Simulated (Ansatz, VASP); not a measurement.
Two plane-wave programs on Co

```
Co
1.0
     2.42715    0.00000    0.00000
    -1.21357    2.10197    0.00000
     0.00000    0.00000    3.91265
Co
2
Cartesian
  0.0000 1.4013 0.9782
  1.2136 0.7007 2.9345
```

Alike in both runs: functional r2SCAN; k mesh 14 × 14 × 8; occupations fermi-dirac, width 0.1 eV; no spin polarisation.

Ansatz relaxed the structure, and its values are those at the end. VASP's run is a single point on that final structure, the one shown.

|  | VASP | Ansatz |
| --- | --- | --- |
| version | VASP 6.6.1 | Ansatz 0.2.0 |
| potentials or method | VASP PAW PBE potentials, release 64 (Co), cutoff 520 eV | plane waves (500 eV) with PAW, scalar-relativistic |
| valence electrons in the cell | 18 | 34 |

Ansatz gave:

| Item | Value |
| --- | --- |
| pressure (GPa) | 0.0 |

**Question.** Which values does VASP return?

**Answer.** Pressure (GPa): 0.2.

VASP's potentials were made for PBE, not for r2SCAN. VASP's potentials hold 18 valence electrons a cell and Ansatz's 34, so a difference there can come from the potentials and not from the codes.
